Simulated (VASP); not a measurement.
# Ga (I4/mmm) in VASP: single point with LDA

Aim: the single point of Ga with LDA.

Program: VASP 6.6.1. These are calculated values, not measurements. Logs are shortened: lines on timing, memory, paths and dates and some standing lists are left out, and cuts for length are marked.

**1. The cell of the first run**

Symmetry: I4/mmm, No. 139, tetragonal system. Conventional cell: a = 2.808 Å, b = 2.808 Å, c = 4.458 Å, α = 90.00°, β = 90.00°, γ = 90.00°. Ga (site symmetry 4/mmm) has 12 Ga at 2.81 to 2.99 Å within 3.7 Å.

**2. Single point, LDA**

The input, INCAR:

```
SYSTEM = Ga
PREC = Accurate ; ENCUT = 520
EDIFF = 1E-7 ; ISMEAR = 0
SIGMA = 0.1 ; LREAL = .False.
LASPH = .True. ; NELM = 100
ALGO = Normal ; ISIF = 2
LWAVE = .False. ; LCHARG = .False.
NBANDS = 12
```

The input, KPOINTS:

```
regular mesh
0
Gamma
  8 8 8
  0 0 0
```

The input, POSCAR:

```
Ga
1.0
   -1.4040000000      1.4040000000      2.2290000000
    1.4040000000     -1.4040000000      2.2290000000
    1.4040000000      1.4040000000     -2.2290000000
Ga
1
Direct
    0.0000000000      0.0000000000      0.0000000000
```

Potentials or basis: VASP PAW LDA potentials, release 64 (Ga_d).

Run with:

```bash
> cat potpaw_LDA.64/Ga_d/POTCAR > POTCAR
> mpirun -np 1 vasp_std > vasp.out
```

OUTCAR:

```text
SYSTEM = Ga
   PREC = Accurate
   ENCUT = 520
   EDIFF = 1E-7
   ISMEAR = 0
   LREAL = .False.
   LASPH = .True.
   NELM = 100
   ISIF = 2

 ion  position               nearest neighbor table
   1  0.000  0.000  0.000-

  LATTYP: Found a body centered tetragonal cell.
 ALAT       =     2.8080000000
 C/A-ratio  =     1.5876068376

  Lattice vectors:

 A1 = (  -1.4040000000,   1.4040000000,   2.2290000000)
 A2 = (   1.4040000000,  -1.4040000000,   2.2290000000)
 A3 = (   1.4040000000,   1.4040000000,  -2.2290000000)

Analysis of symmetry for initial positions (statically):
=====================================================================
 Subroutine PRICEL returns:
 Original cell was already a primitive cell.

 Routine SETGRP: Setting up the symmetry group for a
 body centered tetragonal supercell.

 Subroutine GETGRP returns: Found 16 space group operations
 (whereof 16 operations were pure point group operations)
 out of a pool of 16 trial point group operations.

The static configuration has the point symmetry D_4h.

Analysis of symmetry for dynamics (positions and initial velocities):
=====================================================================
 Subroutine PRICEL returns:
 Original cell was already a primitive cell.

 Routine SETGRP: Setting up the symmetry group for a
 body centered tetragonal supercell.

 Subroutine GETGRP returns: Found 16 space group operations
 (whereof 16 operations were pure point group operations)
 out of a pool of 16 trial point group operations.

The dynamic configuration has the point symmetry D_4h.

 Subroutine INISYM returns: Found 16 space group operations
 (whereof 16 operations are pure point group operations),
 and found     1 'primitive' translations

----------------------------------------------------------------------------------------

                                     Primitive cell

  volume of cell :      17.5754

  direct lattice vectors                    reciprocal lattice vectors
    -1.404000000  1.404000000  2.229000000     0.000000000  0.356125356  0.224315837
     1.404000000 -1.404000000  2.229000000     0.356125356  0.000000000  0.224315837
     1.404000000  1.404000000 -2.229000000     0.356125356  0.356125356  0.000000000

  length of vectors
     2.985108541  2.985108541  2.985108541     0.420883433  0.420883433  0.503637309

  position of ions in fractional coordinates (direct lattice)
     0.000000000  0.000000000  0.000000000

  ion indices of the primitive-cell ions
   primitive index   ion index
                 1           1

----------------------------------------------------------------------------------------

 KPOINTS: regular mesh

Automatic generation of k-mesh.
 Grid dimensions read from file:
 generate k-points for:    8    8    8

 Generating k-lattice:

  Cartesian coordinates                     Fractional coordinates (reciprocal lattice)
     0.000000000  0.044515670  0.028039480     0.125000000  0.000000000 -0.000000000
     0.044515670  0.000000000  0.028039480     0.000000000  0.125000000 -0.000000000
     0.044515670  0.044515670  0.000000000     0.000000000  0.000000000  0.125000000

  Length of vectors
     0.052610429  0.052610429  0.062954664

  Shift w.r.t. Gamma in fractional coordinates (k-lattice)
     0.000000000  0.000000000  0.000000000

 Subroutine IBZKPT returns following result:
 ===========================================

 Found     59 irreducible k-points:

 Following reciprocal coordinates:
            Coordinates               Weight
  0.000000  0.000000  0.000000      1.000000
  0.125000  0.000000 -0.000000      8.000000
  0.250000  0.000000 -0.000000      8.000000
  0.375000  0.000000 -0.000000      8.000000
  0.500000  0.000000 -0.000000      4.000000
  0.125000  0.125000 -0.000000      8.000000
[... 16 lines left out ...]
  0.250000  0.125000  0.125000     16.000000
  0.375000  0.125000  0.125000      8.000000
 [... further k-points ...]
   k-points           NKPTS =     59   k-points in BZ     NKDIM =     59   number of bands    NBANDS=     12
   number of dos      NEDOS =    301   number of ions     NIONS =      1
   total plane-waves  NPLWV =  13824
   dimension x,y,z NGX =    24 NGY =   24 NGZ =   24
   dimension x,y,z NGXF=    48 NGYF=   48 NGZF=   48
   ions per type =               1
   NGX,Y,Z   is equivalent  to a cutoff of  13.37, 13.37, 13.37 a.u.
   NGXF,Y,Z  is equivalent  to a cutoff of  26.73, 26.73, 26.73 a.u.
 SYSTEM =  Ga
   PREC   = accura    normal or accurate (medium, high low for compatibility)
   ISTART =      0    job   : 0-new  1-cont  2-samecut
   ICHARG =      2    charge: 1-file 2-atom 10-const
   ISPIN  =      1    spin polarized calculation?
   LNONCOLLINEAR =      F non collinear calculations
   LSORBIT =      F    spin-orbit coupling
   LASPH  =      T    aspherical Exc in radial PAW
   ENCUT  =  520.0 eV  38.22 Ry    6.18 a.u.   5.55  5.55  5.55*2*pi/ulx,y,z
   NELM   =    100;   NELMIN=  2; NELMDL= -5     # of ELM steps
   EDIFF  = 0.1E-06   stopping-criterion for ELM
   LREAL  =      F    real-space projection
   EDIFFG = 0.1E-05   stopping-criterion for IOM
   NSW    =      0    number of steps for IOM
   IBRION =     -1    ionic relax: 0-MD 1-quasi-New 2-CG
   NFREE  =      0    steps in history (QN), initial steepest desc. (CG)
   ISIF   =      2    stress and relaxation
   ISYM   =      2    0-nonsym 1-usesym 2-fastsym
   POTIM  = 0.5000    time-step for ionic-motion
   TEBEG  =    0.0;   TEEND  =   0.0 temperature during run
   PSTRESS=    0.0 pullay stress
   NELECT =      13.0000    total number of electrons
   NUPDOWN=      -1.0000    fix difference up-down
   EMIN   =  10.00;   EMAX   =-10.00  energy-range for DOS
   EFERMI =   0.00;   METHOD = LEGACY
   ISMEAR =     0;   SIGMA  =   0.10  broadening in eV -4-tet -1-fermi 0-gaus
   EFERMI_NEDOS =   21; number of points for ismear=-14 and -15
   IALGO  =     38    algorithm
   IMIX   =      4    mixing-type and parameters
     AMIX     =   0.40;   BMIX     =  1.00
     AMIX_MAG =   1.60;   BMIX_MAG =  1.00
  volume/ion in A,a.u.               =      17.58       118.60
  Fermi-wavevector in a.u.,A,eV,Ry     =   1.480544  2.797822 29.824096  2.192009
  Thomas-Fermi vector in A             =   2.594565
   LORBIT       =      0    0 simple, 1 ext, 2 COOP (PROOUT), +10 PAW based schemes
   GGA     = CA    functional components
   LHFCALC =     F    Hartree Fock is set to
   AEXX    =    0.0000 exact exchange contribution
   IVDW    =     0    specifies the selected vdW correction
   LEPSILON=     F    determine dielectric tensor
   LRPA    =     F    only Hartree local field effects (RPA)
 non-spin polarized calculation
 Gauss-broadening in eV      SIGMA  =   0.10
  energy-cutoff  :      520.00
  volume of cell :       17.58
 maximum number of plane-waves:       485
 NGX is ok and might be reduce to    24
   NGX = 11   NGY = 11   NGZ = 11

 number of electron      12.9999995 magnetization

 Free energy of the ion-electron system (eV)
  ---------------------------------------------------
  ext. energy  EPLUGINS =         0.00000000
  ---------------------------------------------------
  free energy    TOTEN  =        -3.57517953 eV

  energy without entropy =       -3.57402345  energy(sigma->0) =       -3.57460149

 E-fermi :   5.9289     XC(G=0): -11.6937

 val. band max:        5.8791982864   @ k =  -0.2500   0.5000   0.2500
 cond. band min:       6.1979305899   @ k =   0.3750   0.3750  -0.0000
 fundamental gap:      0.3187323034
 Fermi energy:         5.9288776220

 k-point     1 :       0.0000    0.0000    0.0000
  band No.  band energies     occupation
      1      -9.1721      2.00000
      2      -9.0322      2.00000
      3      -9.0322      2.00000
      4      -9.0076      2.00000
      5      -8.8758      2.00000
      6      -5.6219      2.00000
      7      18.8455      0.00000
      8      18.8455      0.00000
      9      18.8652      0.00000
     10      22.4900      0.00000
     11      22.5538      0.00000
     12      23.1439      0.00000

 k-point     2 :       0.1250    0.0000   -0.0000
  band No.  band energies     occupation
      1      -9.1523      2.00000
      2      -9.0439      2.00000
      3      -9.0146      2.00000
      4      -8.9948      2.00000
      5      -8.8861      2.00000
      6      -5.1958      2.00000
      7      15.0258      0.00000
      8      17.7317      0.00000
      9      18.4290      0.00000
     10      21.1886      0.00000
     11      22.6860      0.00000
     12      24.2527      0.00000

 k-point     3 :       0.2500    0.0000   -0.0000
  band No.  band energies     occupation
      1      -9.1384      2.00000
      2      -9.0859      2.00000
      3      -8.9929      2.00000
      4      -8.9264      2.00000
      5      -8.8898      2.00000
      6      -3.8992      2.00000
      7       9.8378      0.00000
      8      16.1253      0.00000
      9      17.9051      0.00000
     10      20.3221      0.00000
     11      21.4085      0.00000
     12      25.2309      0.00000
[... 286 lines left out ...]
 k-point    23 :       0.2500    0.1250    0.1250
  band No.  band energies     occupation
      1      -9.1151      2.00000
      2      -9.0642      2.00000
      3      -9.0087      2.00000
      4      -8.9258      2.00000
      5      -8.8326      2.00000
      6      -0.5130      2.00000
      7       6.3969      0.00000
      8      10.9995      0.00000
      9      13.8669      0.00000
     10      18.0540      0.00000
     11      20.1630      0.00000
     12      23.4347      0.00000

 k-point    24 :       0.3750    0.1250    0.1250
  band No.  band energies     occupation
      1      -9.1198      2.00000
      2      -9.0864      2.00000
      3      -8.9763      2.00000
      4      -8.9518      2.00000
      5      -8.7963      2.00000
      6       2.0501      2.00000
      7       3.0334      2.00000
      8      11.5298      0.00000
      9      12.5678      0.00000
     10      17.6557      0.00000
     11      19.9039      0.00000
     12      27.4098      0.00000

 [... further k-points ...]
[... 5 lines left out ...]
  --------------------------------------------------------------------------------------
  -------------------------------------------------------------------------------------
  Total       -0.3891457     -0.3891457      0.2204055      0.0000000      0.0000000      0.0000000
  in kB      -35.4746810    -35.4746810     20.0922606      0.0000000      0.0000000      0.0000000
  external PRESSURE =     -16.9523671 kB  Pullay stress =       0.0000000 kB

 VOLUME and BASIS-vectors are now :
 -----------------------------------------------------------------------------
  energy-cutoff  :      520.00
  volume of cell :       17.58
      direct lattice vectors                 reciprocal lattice vectors
    -1.404000000  1.404000000  2.229000000     0.000000000  0.356125356  0.224315837
     1.404000000 -1.404000000  2.229000000     0.356125356  0.000000000  0.224315837
     1.404000000  1.404000000 -2.229000000     0.356125356  0.356125356  0.000000000

 POSITION                                       TOTAL-FORCE (eV/Angst)
 -----------------------------------------------------------------------------------
      0.00000      0.00000      0.00000         0.000000      0.000000      0.000000
 -----------------------------------------------------------------------------------
    total drift:                                0.000000      0.000000     -0.000000

  FREE ENERGIE OF THE ION-ELECTRON SYSTEM (eV)
  ---------------------------------------------------
  free  energy   TOTEN  =        -3.5751795324 eV

  energy  without entropy=       -3.5740234550  energy(sigma->0) =       -3.57460149
```

It took 4.6 s on 1 thread of Intel Xeon Platinum 8488C (Sapphire Rapids), shared host; peak memory 0.13 GiB.

What came out:

| Property | Result |
| --- | --- |
| Free energy | -3.5752 eV |
| Pressure | -1.7 GPa |

Levels at points of the mesh, in eV from the Fermi level:
```csv
k point,band 4,band 5,band 6,band 7,band 8,band 9
"(0.00, 0.00, 0.00)",-14.94,-14.80,-11.55,12.92,12.92,12.94
"(0.50, 0.00, 0.00)",-14.76,-14.72,-4.97,-4.20,8.71,11.83
"(0.50, 0.50, 0.00)",-14.76,-14.65,-2.20,-1.35,4.14,5.07
"(0.50, 0.50, 0.50)",-14.72,-14.72,-3.84,-3.60,6.55,6.55
```

Caveat: the k points lie up to 0.40 Å⁻¹ apart.
